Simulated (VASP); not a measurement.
# OsBr3 (P6_3/mcm) in VASP: single point with r2SCAN

Aim: the single point of OsBr3 with r2SCAN.

All numbers are computed with VASP 6.6.1; they aren't measurements. Logs are shortened: lines on timing, memory, paths and dates and some standing lists are left out, and cuts for length are marked.

### 1 The cell of the first run

Symmetry: P6_3/mcm, No. 193, hexagonal system. The conventional cell has a = 6.477 Å, b = 6.477 Å, c = 5.851 Å, α = 90.00°, β = 90.00°, γ = 120.00°. Os (site symmetry -3m) has 6 Br at 2.49 Å and 2 Os at 2.93 Å within 3.3 Å. Within 3.3 Å of Br (site symmetry m2m) lie 2 Os at 2.49 Å.

### 2 Single point, r2SCAN

Contents of POSCAR:

```
OsBr3
1.0
    6.4767920000      0.0000000000      0.0000000000
   -3.2383960000      5.6090700000      0.0000000000
    0.0000000000      0.0000000000      5.8511180000
Os Br
2 6
Direct
    0.0000000000      0.0000000000      0.0000000000
    0.0000000000      0.0000000000      0.5000000000
    0.3115000000      0.3115000000      0.2500000000
    0.0000000000      0.3115000000      0.7500000000
    0.6885000000      0.0000000000      0.2500000000
    0.6885000000      0.6885000000      0.7500000000
    0.0000000000      0.6885000000      0.2500000000
    0.3115000000      0.0000000000      0.7500000000
```

Contents of INCAR.step1:

```
  ALGO = Normal
  EDIFF = 1E-4
  ENCUT = 520
  GGA = PE
  ISMEAR = 0
  LASPH = T
  LCHARG = F
  LREAL = F
  LWAVE = T
  NBANDS = 39
  NELM = 80
  PREC = Accurate
  SIGMA = 0.161
```

Contents of INCAR.step2:

```
  ALGO = Normal
  EDIFF = 1E-7
  ENCUT = 520
  ISIF = 2
  ISMEAR = 0
  ISTART = 1
  LASPH = T
  LCHARG = T
  LELF = T
  LMIXTAU = T
  LREAL = F
  LVHAR = T
  LWAVE = F
  METAGGA = R2SCAN
  NBANDS = 39
  NELM = 80
  PREC = Accurate
  SIGMA = 0.161
```

Contents of KPOINTS:

```
k-points
0
Gamma
  6 6 6
```

Potentials or basis: VASP PAW PBE potentials, release 64 (Os, Br).

Run with:

```console
$ cat potpaw_PBE.64/Os/POTCAR potpaw_PBE.64/Br/POTCAR > POTCAR
$ cp INCAR.step1 INCAR
$ mpirun -np 1 vasp_std > vasp.out
$ cp INCAR.step2 INCAR
$ mpirun -np 1 vasp_std > vasp.out
```

OUTCAR:

```text
EDIFF = 1E-7
   ENCUT = 520
   ISIF = 2
   ISMEAR = 0
   ISTART = 1
   LASPH = T
   LREAL = F
   METAGGA = R2SCAN
   NELM = 80
   PREC = Accurate

 ion  position               nearest neighbor table
   1  0.000  0.000  0.000-   5 2.49   8 2.49   3 2.49   6 2.49   7 2.49   4 2.49   2 2.93   2 2.93

   2  0.000  0.000  0.500-   5 2.49   8 2.49   3 2.49   6 2.49   7 2.49   4 2.49   1 2.93   1 2.93

   3  0.312  0.312  0.250-   1 2.49   2 2.49
   4  0.000  0.312  0.750-   1 2.49   2 2.49
   5  0.688  0.000  0.250-   1 2.49   2 2.49
   6  0.688  0.688  0.750-   1 2.49   2 2.49
   7  0.000  0.688  0.250-   1 2.49   2 2.49
   8  0.312  0.000  0.750-   1 2.49   2 2.49

  LATTYP: Found a hexagonal cell.
 ALAT       =     6.4767920000
 C/A-ratio  =     0.9033975462

  Lattice vectors:

 A1 = (   6.4767920000,   0.0000000000,   0.0000000000)
 A2 = (  -3.2383960000,   5.6090700000,   0.0000000000)
 A3 = (   0.0000000000,   0.0000000000,   5.8511180000)

Analysis of symmetry for initial positions (statically):
=====================================================================
 Subroutine PRICEL returns:
 Original cell was already a primitive cell.

 Routine SETGRP: Setting up the symmetry group for a
 hexagonal supercell.

 Subroutine GETGRP returns: Found 24 space group operations
 (whereof 12 operations were pure point group operations)
 out of a pool of 24 trial point group operations.

The static configuration has the point symmetry D_3d.
 The point group associated with its full space group is D_6h.

Analysis of symmetry for dynamics (positions and initial velocities):
=====================================================================
 Subroutine PRICEL returns:
 Original cell was already a primitive cell.

 Routine SETGRP: Setting up the symmetry group for a
 hexagonal supercell.

 Subroutine GETGRP returns: Found 24 space group operations
 (whereof 12 operations were pure point group operations)
 out of a pool of 24 trial point group operations.

The dynamic configuration has the point symmetry D_3d.
 The point group associated with its full space group is D_6h.

 Subroutine INISYM returns: Found 24 space group operations
 (whereof 12 operations are pure point group operations),
 and found     1 'primitive' translations

----------------------------------------------------------------------------------------

                                     Primitive cell

  volume of cell :     212.5640

  direct lattice vectors                    reciprocal lattice vectors
     6.476792000  0.000000000  0.000000000     0.154397424  0.089141337  0.000000000
    -3.238396000  5.609070000  0.000000000     0.000000000  0.178282674  0.000000000
     0.000000000  0.000000000  5.851118000     0.000000000  0.000000000  0.170907509

  length of vectors
     6.476792000  6.476795112  5.851118000     0.178282760  0.178282674  0.170907509

  position of ions in fractional coordinates (direct lattice)
     0.000000000  0.000000000  0.000000000
     0.000000000  0.000000000  0.500000000
     0.311500000  0.311500000  0.250000000
     0.000000000  0.311500000  0.750000000
     0.688500000  0.000000000  0.250000000
     0.688500000  0.688500000  0.750000000
     0.000000000  0.688500000  0.250000000
     0.311500000  0.000000000  0.750000000

  ion indices of the primitive-cell ions
   primitive index   ion index
                 1           1
                 2           2
                 3           3
                 4           4
                 5           5
                 6           6
                 7           7
                 8           8

----------------------------------------------------------------------------------------

 KPOINTS: k-points

Automatic generation of k-mesh.
 Grid dimensions read from file:
 generate k-points for:    6    6    6

 Generating k-lattice:

  Cartesian coordinates                     Fractional coordinates (reciprocal lattice)
     0.025732904  0.014856890  0.000000000     0.166666667  0.000000000  0.000000000
     0.000000000  0.029713779  0.000000000     0.000000000  0.166666667  0.000000000
     0.000000000  0.000000000  0.028484585     0.000000000  0.000000000  0.166666667

  Length of vectors
     0.029713793  0.029713779  0.028484585

  Shift w.r.t. Gamma in fractional coordinates (k-lattice)
     0.000000000  0.000000000  0.000000000

 Subroutine IBZKPT returns following result:
 ===========================================

 Found     28 irreducible k-points:

 Following reciprocal coordinates:
            Coordinates               Weight
  0.000000  0.000000  0.000000      1.000000
  0.166667 -0.000000  0.000000      6.000000
  0.333333  0.000000  0.000000      6.000000
  0.500000 -0.000000  0.000000      3.000000
  0.166667  0.166667  0.000000      6.000000
  0.333333  0.166667  0.000000     12.000000
[... 16 lines left out ...]
  0.166667 -0.000000  0.500000      6.000000
  0.333333  0.000000  0.500000      6.000000
 [... further k-points ...]
   k-points           NKPTS =     28   k-points in BZ     NKDIM =     28   number of bands    NBANDS=     39
   number of dos      NEDOS =    301   number of ions     NIONS =      8
   total plane-waves  NPLWV = 110592
   dimension x,y,z NGX =    48 NGY =   48 NGZ =   48
   dimension x,y,z NGXF=    96 NGYF=   96 NGZF=   96
   ions per type =               2   6
   NGX,Y,Z   is equivalent  to a cutoff of  12.32, 12.32, 13.64 a.u.
   NGXF,Y,Z  is equivalent  to a cutoff of  24.64, 24.64, 27.28 a.u.
 SYSTEM =  unknown system
   PREC   = accura    normal or accurate (medium, high low for compatibility)
   ISTART =      1    job   : 0-new  1-cont  2-samecut
   ICHARG =      0    charge: 1-file 2-atom 10-const
   ISPIN  =      1    spin polarized calculation?
   LNONCOLLINEAR =      F non collinear calculations
   LSORBIT =      F    spin-orbit coupling
   LASPH  =      T    aspherical Exc in radial PAW
   ENCUT  =  520.0 eV  38.22 Ry    6.18 a.u.  12.04 12.04 10.88*2*pi/ulx,y,z
   NELM   =     80;   NELMIN=  2; NELMDL=  0     # of ELM steps
   EDIFF  = 0.1E-06   stopping-criterion for ELM
   LREAL  =      F    real-space projection
   EDIFFG = 0.1E-05   stopping-criterion for IOM
   NSW    =      0    number of steps for IOM
   IBRION =     -1    ionic relax: 0-MD 1-quasi-New 2-CG
   NFREE  =      0    steps in history (QN), initial steepest desc. (CG)
   ISIF   =      2    stress and relaxation
   ISYM   =      2    0-nonsym 1-usesym 2-fastsym
   POTIM  = 0.5000    time-step for ionic-motion
   TEBEG  =    0.0;   TEEND  =   0.0 temperature during run
   PSTRESS=    0.0 pullay stress
   NELECT =      58.0000    total number of electrons
   NUPDOWN=      -1.0000    fix difference up-down
   EMIN   =  10.00;   EMAX   =-10.00  energy-range for DOS
   EFERMI =   0.00;   METHOD = LEGACY
   ISMEAR =     0;   SIGMA  =   0.16  broadening in eV -4-tet -1-fermi 0-gaus
   EFERMI_NEDOS =   21; number of points for ismear=-14 and -15
   IALGO  =     38    algorithm
   IMIX   =      4    mixing-type and parameters
     AMIX     =   0.40;   BMIX     =  1.00
     AMIX_MAG =   1.60;   BMIX_MAG =  1.00
  volume/ion in A,a.u.               =      26.57       179.31
  Fermi-wavevector in a.u.,A,eV,Ry     =   1.061828  2.006564 15.340286  1.127479
  Thomas-Fermi vector in A             =   2.197258
   LORBIT       =      0    0 simple, 1 ext, 2 COOP (PROOUT), +10 PAW based schemes
   METAGGA = R2SCAN    functional components
   LHFCALC =     F    Hartree Fock is set to
   AEXX    =    0.0000 exact exchange contribution
   IVDW    =     0    specifies the selected vdW correction
   LEPSILON=     F    determine dielectric tensor
   LRPA    =     F    only Hartree local field effects (RPA)
 non-spin polarized calculation
 Gauss-broadening in eV      SIGMA  =   0.16
  energy-cutoff  :      520.00
  volume of cell :      212.56
 maximum number of plane-waves:      5742
   NGX = 25   NGY = 25   NGZ = 21

 number of electron      57.9999996 magnetization

 Free energy of the ion-electron system (eV)
  ---------------------------------------------------
  ext. energy  EPLUGINS =         0.00000000
  ---------------------------------------------------
  free energy    TOTEN  =      -186.92802393 eV

  energy without entropy =     -186.86844467  energy(sigma->0) =     -186.89823430

 E-fermi :   2.3212     XC(G=0):  -9.5646

 val. band max:        2.3162142302   @ k =   0.0000   0.0000   0.0000
 cond. band min:       2.3432085654   @ k =   0.5000  -0.0000   0.0000
 fundamental gap:      0.0269943352
 Fermi energy:         2.3212152276

 k-point     1 :       0.0000    0.0000    0.0000
  band No.  band energies     occupation
      1     -14.8157      2.00000
      2     -13.7456      2.00000
      3     -13.7456      2.00000
      4     -13.6197      2.00000
      5     -13.5874      2.00000
      6     -13.5874      2.00000
[... 31 lines left out ...]
     38       9.3793      0.00000
     39      10.9833      0.00000

 k-point     2 :       0.1667   -0.0000    0.0000
  band No.  band energies     occupation
      1     -14.7745      2.00000
      2     -13.7577      2.00000
      3     -13.7511      2.00000
      4     -13.6363      2.00000
      5     -13.6141      2.00000
      6     -13.5879      2.00000
[... 31 lines left out ...]
     38       9.5814      0.00000
     39      10.5316      0.00000

 k-point     3 :       0.3333    0.0000    0.0000
  band No.  band energies     occupation
      1     -14.6778      2.00000
      2     -13.8140      2.00000
      3     -13.7467      2.00000
      4     -13.7164      2.00000
      5     -13.6535      2.00000
      6     -13.5537      2.00000
[... 832 lines left out ...]
 k-point    23 :       0.1667   -0.0000    0.5000
  band No.  band energies     occupation
      1     -14.2352      2.00000
      2     -14.2351      2.00000
      3     -13.6877      2.00000
      4     -13.6877      2.00000
      5     -13.6737      2.00000
      6     -13.6737      2.00000
[... 31 lines left out ...]
     38       9.3986      0.00000
     39       9.7111      0.00000

 k-point    24 :       0.3333    0.0000    0.5000
  band No.  band energies     occupation
      1     -14.1611      2.00000
      2     -14.1611      2.00000
      3     -13.7516      2.00000
      4     -13.7516      2.00000
      5     -13.6942      2.00000
      6     -13.6942      2.00000
[... 31 lines left out ...]
     38       9.1380      0.00000
     39      10.2669      0.00000

 [... further k-points ...]

------------------------ aborting loop because EDIFF is reached ----------------------------------------

  FORCE on cell =-STRESS in cart. coord.  units (eV):
  Direction    XX          YY          ZZ          XY          YZ          ZX
  --------------------------------------------------------------------------------------
  -------------------------------------------------------------------------------------
  Total        2.9634164      2.9634202      1.9810656      0.0000000      0.0000000      0.0000000
  in kB       22.3364213     22.3364499     14.9320618      0.0000000      0.0000000      0.0000000
  external PRESSURE =      19.8683110 kB  Pullay stress =       0.0000000 kB

 VOLUME and BASIS-vectors are now :
 -----------------------------------------------------------------------------
  energy-cutoff  :      520.00
  volume of cell :      212.56
      direct lattice vectors                 reciprocal lattice vectors
     6.476792000  0.000000000  0.000000000     0.154397424  0.089141337  0.000000000
    -3.238396000  5.609070000  0.000000000     0.000000000  0.178282674  0.000000000
     0.000000000  0.000000000  5.851118000     0.000000000  0.000000000  0.170907509

 POSITION                                       TOTAL-FORCE (eV/Angst)
 -----------------------------------------------------------------------------------
      0.00000      0.00000      0.00000         0.000000     -0.000000     -0.000000
      0.00000      0.00000      2.92556         0.000000     -0.000000     -0.000000
      1.00876      1.74723      1.46278         0.154774      0.268077     -0.000000
     -1.00876      1.74723      4.38834        -0.154774      0.268077     -0.000000
      4.45927      0.00000      1.46278        -0.309548     -0.000000     -0.000000
      2.22964      3.86184      4.38834        -0.154774     -0.268077      0.000000
     -2.22964      3.86184      1.46278         0.154774     -0.268077      0.000000
      2.01752      0.00000      4.38834         0.309548     -0.000000      0.000000
 -----------------------------------------------------------------------------------
    total drift:                                0.000000     -0.000000      0.000000

  FREE ENERGIE OF THE ION-ELECTRON SYSTEM (eV)
  ---------------------------------------------------
  free  energy   TOTEN  =      -186.9280239319 eV

  energy  without entropy=     -186.8684446681  energy(sigma->0) =     -186.89823430
```

Wall time 18 min (1 thread of AMD EPYC 7R13 (Zen 3), shared host); peak memory 0.44 GiB.

What came out:

* Free energy: -186.9280 eV
* Pressure: 2.0 GPa
* Largest force: 0.310 eV/Å
* Band gap on the k mesh: zero (bands 29 and 30 overlap by 0.57 eV)

Forces in eV/Å, atoms in the order of the input:
```
Os   0.000  0.000  0.000
Os   0.000  0.000  0.000
Br   0.155  0.268  0.000
Br  -0.155  0.268  0.000
Br  -0.310  0.000  0.000
Br  -0.155 -0.268  0.000
Br   0.155 -0.268  0.000
Br   0.310  0.000  0.000
```

Caveat: the PAW data sets were made with another functional, which shifts forces and pressure a little; spin-orbit coupling is left out, which moves the levels of the heavy elements.

The gap in the log of VASP goes by the Fermi energy; the results here count the filled bands.